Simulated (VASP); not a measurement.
# LiH in VASP: a series of runs

Aim: see how the results for LiH move with the level of theory and the settings. Levels: PBE, r2SCAN. Tasks: single point.

Program: VASP 6.6.1. These are calculated values, not measurements. Logs are shortened: lines on timing, memory, paths and dates and some standing lists are left out, and cuts for length are marked.

**1. The cell of the first run**

Symmetry: F-43m, No. 216, cubic system. Conventional cell: a = 4.142 Å, b = 4.142 Å, c = 4.142 Å, α = 90.00°, β = 90.00°, γ = 90.00°. Li (site symmetry -43m) has 4 H at 1.79 Å within 2.4 Å. Within 2.4 Å of H (site symmetry -43m) lie 4 Li at 1.79 Å.

**2. Single point, PBE (strain -3.5%)**

INCAR reads:

```
  PREC = Accurate
  ENCUT = 520
  EDIFF = 1E-6
  ISMEAR = -1
  SIGMA = 0.02
  LREAL = F
  LASPH = T
  NELM = 60
  ALGO = Normal
  ISIF = 2
  LWAVE = F
  LCHARG = F
  GGA = PE
  NBANDS = 9
```

KPOINTS reads:

```
regular mesh
0
Gamma
  10 10 10
```

POSCAR reads:

```
LiH
1.0
    0.0000000000      2.0711153005      2.0711153005
    2.0711153005      0.0000000000      2.0711153005
    2.0711153005      2.0711153005      0.0000000000
Li H
1 1
Direct
    0.0000000000      0.0000000000      0.0000000000
    0.2500000000      0.2500000000      0.2500000000
```

Potentials or basis: VASP PAW PBE potentials, release 64 (Li_sv, H).

Started as:

```bash
$ cat potpaw_PBE.64/Li_sv/POTCAR potpaw_PBE.64/H/POTCAR > POTCAR
$ mpirun -np 1 vasp_std > vasp.out
```

OUTCAR:

```text
PREC = Accurate
   ENCUT = 520
   EDIFF = 1E-6
   ISMEAR = -1
   LREAL = F
   LASPH = T
   NELM = 60
   ISIF = 2
   GGA = PE

 ion  position               nearest neighbor table
   1  0.000  0.000  0.000-
   2  0.250  0.250  0.250-

  LATTYP: Found a face centered cubic cell.
 ALAT       =     4.1422306010

  Lattice vectors:

 A1 = (   0.0000000000,   2.0711153005,   2.0711153005)
 A2 = (   2.0711153005,   0.0000000000,   2.0711153005)
 A3 = (   2.0711153005,   2.0711153005,   0.0000000000)

Analysis of symmetry for initial positions (statically):
=====================================================================
 Subroutine PRICEL returns:
 Original cell was already a primitive cell.

 Routine SETGRP: Setting up the symmetry group for a
 face centered cubic supercell.

 Subroutine GETGRP returns: Found 24 space group operations
 (whereof 24 operations were pure point group operations)
 out of a pool of 48 trial point group operations.

The static configuration has the point symmetry T_d .

Analysis of symmetry for dynamics (positions and initial velocities):
=====================================================================
 Subroutine PRICEL returns:
 Original cell was already a primitive cell.

 Routine SETGRP: Setting up the symmetry group for a
 face centered cubic supercell.

 Subroutine GETGRP returns: Found 24 space group operations
 (whereof 24 operations were pure point group operations)
 out of a pool of 48 trial point group operations.

The dynamic configuration has the point symmetry T_d .

 Subroutine INISYM returns: Found 24 space group operations
 (whereof 24 operations are pure point group operations),
 and found     1 'primitive' translations

----------------------------------------------------------------------------------------

                                     Primitive cell

  volume of cell :      17.7682

  direct lattice vectors                    reciprocal lattice vectors
     0.000000000  2.071115300  2.071115300    -0.241415821  0.241415821  0.241415821
     2.071115300  0.000000000  2.071115300     0.241415821 -0.241415821  0.241415821
     2.071115300  2.071115300  0.000000000     0.241415821  0.241415821 -0.241415821

  length of vectors
     2.928999347  2.928999347  2.928999347     0.418144467  0.418144467  0.418144467

  position of ions in fractional coordinates (direct lattice)
     0.000000000  0.000000000  0.000000000
     0.250000000  0.250000000  0.250000000

  ion indices of the primitive-cell ions
   primitive index   ion index
                 1           1
                 2           2

----------------------------------------------------------------------------------------

 KPOINTS: regular mesh

Automatic generation of k-mesh.
 Grid dimensions read from file:
 generate k-points for:   10   10   10

 Generating k-lattice:

  Cartesian coordinates                     Fractional coordinates (reciprocal lattice)
    -0.024141582  0.024141582  0.024141582     0.100000000  0.000000000  0.000000000
     0.024141582 -0.024141582  0.024141582     0.000000000  0.100000000  0.000000000
     0.024141582  0.024141582 -0.024141582     0.000000000  0.000000000  0.100000000

  Length of vectors
     0.041814447  0.041814447  0.041814447

  Shift w.r.t. Gamma in fractional coordinates (k-lattice)
     0.000000000  0.000000000  0.000000000

 Subroutine IBZKPT returns following result:
 ===========================================

 Found     47 irreducible k-points:

 Following reciprocal coordinates:
            Coordinates               Weight
  0.000000  0.000000  0.000000      1.000000
  0.100000  0.000000  0.000000      8.000000
  0.200000  0.000000  0.000000      8.000000
  0.300000  0.000000  0.000000      8.000000
  0.400000  0.000000  0.000000      8.000000
  0.500000  0.000000  0.000000      4.000000
[... 16 lines left out ...]
  0.300000  0.300000  0.000000      6.000000
  0.400000  0.300000  0.000000     24.000000
 [... further k-points ...]
   k-points           NKPTS =     47   k-points in BZ     NKDIM =     47   number of bands    NBANDS=      9
   number of dos      NEDOS =    301   number of ions     NIONS =      2
   total plane-waves  NPLWV =  13824
   dimension x,y,z NGX =    24 NGY =   24 NGZ =   24
   dimension x,y,z NGXF=    48 NGYF=   48 NGZF=   48
   ions per type =               1   1
   NGX,Y,Z   is equivalent  to a cutoff of  13.62, 13.62, 13.62 a.u.
   NGXF,Y,Z  is equivalent  to a cutoff of  27.24, 27.24, 27.24 a.u.
 SYSTEM =  unknown system
   PREC   = accura    normal or accurate (medium, high low for compatibility)
   ISTART =      0    job   : 0-new  1-cont  2-samecut
   ICHARG =      2    charge: 1-file 2-atom 10-const
   ISPIN  =      1    spin polarized calculation?
   LNONCOLLINEAR =      F non collinear calculations
   LSORBIT =      F    spin-orbit coupling
   LASPH  =      T    aspherical Exc in radial PAW
   ENCUT  =  520.0 eV  38.22 Ry    6.18 a.u.   5.45  5.45  5.45*2*pi/ulx,y,z
   NELM   =     60;   NELMIN=  2; NELMDL= -5     # of ELM steps
   EDIFF  = 0.1E-05   stopping-criterion for ELM
   LREAL  =      F    real-space projection
   EDIFFG = 0.1E-04   stopping-criterion for IOM
   NSW    =      0    number of steps for IOM
   IBRION =     -1    ionic relax: 0-MD 1-quasi-New 2-CG
   NFREE  =      0    steps in history (QN), initial steepest desc. (CG)
   ISIF   =      2    stress and relaxation
   ISYM   =      2    0-nonsym 1-usesym 2-fastsym
   POTIM  = 0.5000    time-step for ionic-motion
   TEBEG  =    0.0;   TEEND  =   0.0 temperature during run
   PSTRESS=    0.0 pullay stress
   NELECT =       4.0000    total number of electrons
   NUPDOWN=      -1.0000    fix difference up-down
   EMIN   =  10.00;   EMAX   =-10.00  energy-range for DOS
   EFERMI =   0.00;   METHOD = LEGACY
   ISMEAR =    -1;   SIGMA  =   0.02  broadening in eV -4-tet -1-fermi 0-gaus
   EFERMI_NEDOS =   21; number of points for ismear=-14 and -15
   IALGO  =     38    algorithm
   IMIX   =      4    mixing-type and parameters
     AMIX     =   0.40;   BMIX     =  1.00
     AMIX_MAG =   1.60;   BMIX_MAG =  1.00
  volume/ion in A,a.u.               =       8.88        59.95
  Fermi-wavevector in a.u.,A,eV,Ry     =   0.995896  1.881970 13.494372  0.991808
  Thomas-Fermi vector in A             =   2.127947
   LORBIT       =      0    0 simple, 1 ext, 2 COOP (PROOUT), +10 PAW based schemes
   GGA     = PE    functional components
   LHFCALC =     F    Hartree Fock is set to
   AEXX    =    0.0000 exact exchange contribution
   IVDW    =     0    specifies the selected vdW correction
   LEPSILON=     F    determine dielectric tensor
   LRPA    =     F    only Hartree local field effects (RPA)
 non-spin polarized calculation
  energy-cutoff  :      520.00
  volume of cell :       17.77
 maximum number of plane-waves:       531
 NGX is ok and might be reduce to    24
   NGX = 11   NGY = 11   NGZ = 11

 number of electron       4.0000007 magnetization

 Free energy of the ion-electron system (eV)
  ---------------------------------------------------
  ext. energy  EPLUGINS =         0.00000000
  ---------------------------------------------------
  free energy    TOTEN  =        -6.01138583 eV

  energy without entropy =       -6.01138583  energy(sigma->0) =       -6.01138583

 E-fermi :  -0.7915     XC(G=0):  -8.0186

 val. band max:       -1.3631988363   @ k =  -0.3000   0.5000   0.2000
 cond. band min:       3.0448396116   @ k =   0.5000   0.0000   0.0000
 fundamental gap:      4.4080384479
 Fermi energy:        -0.7915218075

 k-point     1 :       0.0000    0.0000    0.0000
  band No.  band energies     occupation
      1     -44.4649      2.00000
      2      -5.2768      2.00000
      3      12.7492      0.00000
      4      17.0466      0.00000
      5      17.0466      0.00000
      6      17.0466      0.00000
      7      19.6973      0.00000
      8      19.6973      0.00000
      9      19.6973      0.00000

 k-point     2 :       0.1000    0.0000    0.0000
  band No.  band energies     occupation
      1     -44.4613      2.00000
      2      -5.1127      2.00000
      3      11.6768      0.00000
      4      15.7256      0.00000
      5      16.4334      0.00000
      6      16.4334      0.00000
      7      20.5919      0.00000
      8      20.5919      0.00000
      9      22.5466      0.00000

 k-point     3 :       0.2000    0.0000    0.0000
  band No.  band energies     occupation
      1     -44.4526      2.00000
      2      -4.6290      2.00000
      3       8.9518      0.00000
      4      15.4909      0.00000
      5      15.5797      0.00000
      6      15.5797      0.00000
      7      21.3339      0.00000
      8      21.3339      0.00000
      9      23.2420      0.00000

 k-point     4 :       0.3000    0.0000    0.0000
  band No.  band energies     occupation
      1     -44.4419      2.00000
      2      -3.8636      2.00000
      3       6.1526      0.00000
      4      15.0045      0.00000
      5      15.0045      0.00000
      6      15.7303      0.00000
      7      20.2252      0.00000
      8      20.2252      0.00000
      9      22.5145      0.00000
[... 205 lines left out ...]
 k-point    22 :      -0.2000    0.2000    0.0000
  band No.  band energies     occupation
      1     -44.4381      2.00000
      2      -3.5978      2.00000
      3       6.3487      0.00000
      4      11.0362      0.00000
      5      15.3255      0.00000
      6      16.3864      0.00000
      7      20.0509      0.00000
      8      21.8192      0.00000
      9      23.0434      0.00000

 k-point    23 :       0.3000    0.3000    0.0000
  band No.  band energies     occupation
      1     -44.4345      2.00000
      2      -3.4166      2.00000
      3       8.2546      0.00000
      4      11.3056      0.00000
      5      11.3056      0.00000
      6      12.6807      0.00000
      7      17.9182      0.00000
      8      28.0823      0.00000
      9      28.5956      0.00000

 k-point    24 :       0.4000    0.3000    0.0000
  band No.  band energies     occupation
      1     -44.4277      2.00000
      2      -2.7538      2.00000
      3       6.7822      0.00000
      4      10.0112      0.00000
      5      10.8835      0.00000
      6      12.7574      0.00000
      7      18.3441      0.00000
      8      27.7264      0.00000
      9      28.2822      0.00000

 [... further k-points ...]

------------------------ aborting loop because EDIFF is reached ----------------------------------------

  FORCE on cell =-STRESS in cart. coord.  units (eV):
  Direction    XX          YY          ZZ          XY          YZ          ZX
  --------------------------------------------------------------------------------------
  -------------------------------------------------------------------------------------
  Total        0.3524850      0.3524850      0.3524850     -0.0000000      0.0000000      0.0000000
  in kB       31.7839902     31.7839902     31.7839902     -0.0000000      0.0000000      0.0000000
  external PRESSURE =      31.7839902 kB  Pullay stress =       0.0000000 kB

 VOLUME and BASIS-vectors are now :
 -----------------------------------------------------------------------------
  energy-cutoff  :      520.00
  volume of cell :       17.77
      direct lattice vectors                 reciprocal lattice vectors
     0.000000000  2.071115300  2.071115300    -0.241415821  0.241415821  0.241415821
     2.071115300  0.000000000  2.071115300     0.241415821 -0.241415821  0.241415821
     2.071115300  2.071115300  0.000000000     0.241415821  0.241415821 -0.241415821

 POSITION                                       TOTAL-FORCE (eV/Angst)
 -----------------------------------------------------------------------------------
      0.00000      0.00000      0.00000        -0.000000      0.000000     -0.000000
      1.03556      1.03556      1.03556         0.000000     -0.000000      0.000000
 -----------------------------------------------------------------------------------
    total drift:                               -0.000000     -0.000000     -0.000000

  FREE ENERGIE OF THE ION-ELECTRON SYSTEM (eV)
  ---------------------------------------------------
  free  energy   TOTEN  =        -6.0113858321 eV

  energy  without entropy=       -6.0113858321  energy(sigma->0) =       -6.01138583
```

Run time: 8 s. Hardware: 1 thread of AMD EPYC 7R43 (Zen 3), shared host; peak memory 0.1 GiB.

What came out:

```yaml
Free_energy: -6.0114 eV
Band_gap_on_the_k_mesh: 4.41 eV, indirect (least direct gap 5.49 eV)
```

Caveat: the cell differs from its parent crystal (strain -3.5%); the cutoff is under 1.25 times the usual one of these potentials, so pressure, stress and relaxed cells hold a basis-set (Pulay) error. A k mesh can miss the band edges.

**3. Single point, r2SCAN (strain -3.5%)**

POSCAR is that of step 2.

INCAR.step1 reads:

```
  ALGO = Normal
  EDIFF = 1E-4
  ENCUT = 520
  GGA = PE
  ISMEAR = 0
  LASPH = T
  LCHARG = F
  LREAL = F
  LWAVE = T
  NBANDS = 9
  NELM = 100
  PREC = Accurate
  SIGMA = 0.01
```

INCAR.step2 reads:

```
  ALGO = Normal
  EDIFF = 1E-7
  ENCUT = 520
  ISIF = 2
  ISMEAR = 0
  ISTART = 1
  LASPH = T
  LCHARG = F
  LMIXTAU = T
  LREAL = F
  LWAVE = F
  METAGGA = R2SCAN
  NBANDS = 9
  NELM = 100
  PREC = Accurate
  SIGMA = 0.01
```

KPOINTS reads:

```
k-points
0
Gamma
  10 10 10
```

Potentials or basis: VASP PAW PBE potentials, release 64 (Li_sv, H).

Started as:

```bash
$ cat potpaw_PBE.64/Li_sv/POTCAR potpaw_PBE.64/H/POTCAR > POTCAR
$ cp INCAR.step1 INCAR
$ mpirun -np 1 vasp_std > vasp.out
$ cp INCAR.step2 INCAR
$ mpirun -np 1 vasp_std > vasp.out
```

OUTCAR:

```text
EDIFF = 1E-7
   ENCUT = 520
   ISIF = 2
   ISMEAR = 0
   ISTART = 1
   LASPH = T
   LREAL = F
   METAGGA = R2SCAN
   NELM = 100
   PREC = Accurate

 ion  position               nearest neighbor table
   1  0.000  0.000  0.000-
   2  0.250  0.250  0.250-

  LATTYP: Found a face centered cubic cell.
 ALAT       =     4.1422306010

  Lattice vectors:

[... 471 lines left out ...]
      8      28.9516      0.00000
      9      29.6129      0.00000

 [... further k-points ...]

------------------------ aborting loop because EDIFF is reached ----------------------------------------

  FORCE on cell =-STRESS in cart. coord.  units (eV):
  Direction    XX          YY          ZZ          XY          YZ          ZX
  --------------------------------------------------------------------------------------
  -------------------------------------------------------------------------------------
  Total        0.3036299      0.3036299      0.3036299      0.0000000      0.0000000      0.0000000
  in kB       27.3786628     27.3786628     27.3786628      0.0000000      0.0000000      0.0000000
  external PRESSURE =      27.3786628 kB  Pullay stress =       0.0000000 kB

 VOLUME and BASIS-vectors are now :
 -----------------------------------------------------------------------------
  energy-cutoff  :      520.00
  volume of cell :       17.77
      direct lattice vectors                 reciprocal lattice vectors
     0.000000000  2.071115300  2.071115300    -0.241415821  0.241415821  0.241415821
     2.071115300  0.000000000  2.071115300     0.241415821 -0.241415821  0.241415821
     2.071115300  2.071115300  0.000000000     0.241415821  0.241415821 -0.241415821

 POSITION                                       TOTAL-FORCE (eV/Angst)
 -----------------------------------------------------------------------------------
      0.00000      0.00000      0.00000        -0.000000     -0.000000     -0.000000
      1.03556      1.03556      1.03556         0.000000      0.000000      0.000000
 -----------------------------------------------------------------------------------
    total drift:                                0.000000      0.000000      0.000000

  FREE ENERGIE OF THE ION-ELECTRON SYSTEM (eV)
  ---------------------------------------------------
  free  energy   TOTEN  =        -6.6889845473 eV

  energy  without entropy=       -6.6889845473  energy(sigma->0) =       -6.68898455
```

OSZICAR.step1:

```text
N       E                     dE             d eps       ncg     rms          rms(c)
DAV:   1    -0.134726538760E+01   -0.13473E+01   -0.15117E+03   870   0.415E+02
DAV:   2    -0.628240819683E+01   -0.49351E+01   -0.49099E+01  1226   0.563E+01
DAV:   3    -0.635768139301E+01   -0.75273E-01   -0.75233E-01   995   0.589E+00
DAV:   4    -0.635813804002E+01   -0.45665E-03   -0.45652E-03  1247   0.426E-01
DAV:   5    -0.635813933687E+01   -0.12969E-05   -0.12968E-05   995   0.154E-02    0.338E+00
DAV:   6    -0.608656034678E+01    0.27158E+00   -0.24595E-01   896   0.143E+00    0.167E+00
DAV:   7    -0.600674318472E+01    0.79817E-01   -0.28906E-01   958   0.175E+00    0.287E-01
DAV:   8    -0.601142678695E+01   -0.46836E-02   -0.10031E-02   989   0.526E-01    0.510E-02
DAV:   9    -0.601138730213E+01    0.39485E-04   -0.21827E-04  1070   0.722E-02
   1 F= -.60113873E+01 E0= -.60113873E+01  d E =-.645051E-52
```

It took 60 s on 1 thread of AMD EPYC 7R43 (Zen 3), shared host; peak memory 0.1 GiB.

What came out:

```yaml
Free_energy: -6.6890 eV
Band_gap_on_the_k_mesh: 4.97 eV, indirect (least direct gap 6.08 eV)
```

Caveat: the cell differs from its parent crystal (strain -3.5%); the cutoff is under 1.25 times the usual one of these potentials, so pressure, stress and relaxed cells hold a basis-set (Pulay) error; the PAW data sets were made with another functional, which shifts forces and pressure a little. A k mesh can miss the band edges.

**4. Single point, r2SCAN (uniaxial z strain +3.3%)**

POSCAR reads:

```
LiH
1.0
    0.0000000000      2.1451220099      2.2161255484
    2.1451220099      0.0000000000      2.2161255484
    2.1451220099      2.1451220099      0.0000000000
Li H
1 1
Direct
    0.0000000000      0.0000000000      0.0000000000
    0.2500000000      0.2500000000      0.2500000000
```

INCAR.step1 reads:

```
ALGO = Normal ; EDIFF = 1E-4
ENCUT = 520 ; GGA = PE
ISMEAR = 0 ; LASPH = True
LCHARG = False ; LREAL = False
LWAVE = True ; NBANDS = 9
NELM = 60 ; PREC = Accurate
SIGMA = 0.01
```

INCAR.step2 reads:

```
ALGO = Normal ; EDIFF = 1E-6
ENCUT = 520 ; ISIF = 2
ISMEAR = 0 ; ISTART = 1
LASPH = True ; LCHARG = False
LMIXTAU = True ; LREAL = False
LWAVE = False ; METAGGA = R2SCAN
NBANDS = 9 ; NELM = 60
PREC = Accurate ; SIGMA = 0.01
```

KPOINTS is that of step 3.

Started as:

```bash
$ cat potpaw_PBE.64/Li_sv/POTCAR potpaw_PBE.64/H/POTCAR > POTCAR
$ cp INCAR.step1 INCAR
$ mpirun -np 1 vasp_std > vasp.out
$ cp INCAR.step2 INCAR
$ mpirun -np 1 vasp_std > vasp.out
```

It took 100 s on 1 thread of AMD EPYC 7R43 (Zen 3), shared host; peak memory 0.11 GiB.

It converged, with:

| Quantity | Value |
| --- | --- |
| Free energy | -6.7079 eV |
| Band gap on the k mesh | 4.70 eV, indirect (least direct gap 5.76 eV) |

Levels at points of the mesh, in eV from the valence-band top:
```tsv
k point	band 1	band 2	band 3	band 4	band 5
(0.00, 0.00, 0.00)	-44.84	-3.64	13.77	18.45	18.50
(0.50, 0.00, 0.00)	-44.82	-1.06	4.70	15.52	16.21
(0.50, 0.50, 0.00)	-44.82	-0.55	7.44	10.78	11.65
(0.50, 0.00, 0.50)	-44.82	-0.25	7.82	10.46	11.13
```

Caveat: the cell differs from its parent crystal (uniaxial z strain +3.3%); the cutoff is under 1.25 times the usual one of these potentials, so pressure, stress and relaxed cells hold a basis-set (Pulay) error; the PAW data sets were made with another functional, which shifts forces and pressure a little.

**5. Overview**

| level | cell | smearing | gap on the mesh (eV) |
| --- | --- | --- | --- |
| PBE | a = 2.929 Å, angles 60.0°, 2 atoms | fermi-dirac 0.02 eV | 4.41 |
| r2SCAN | a = 2.929 Å, angles 60.0°, 2 atoms | gaussian 0.01 eV | 4.97 |
| r2SCAN | a = 3.084, b = 3.084, c = 3.034 Å, angles 60.5, 60.5, 58.9°, 2 atoms | gaussian 0.01 eV | 4.70 |

Alike in all rows: task single point; potentials or basis VASP PAW PBE potentials, release 64 (Li_sv, H); no spin polarisation; k mesh 10 × 10 × 10; cutoff (eV) 520.

Caveats: the cutoff is under 1.25 times the usual one of these potentials, so pressure, stress and relaxed cells hold a basis-set (Pulay) error; the PAW data sets were made with another functional, which shifts forces and pressure a little (some runs).

Total energies depend on the potentials used, so only differences within one code and one set of settings carry meaning.
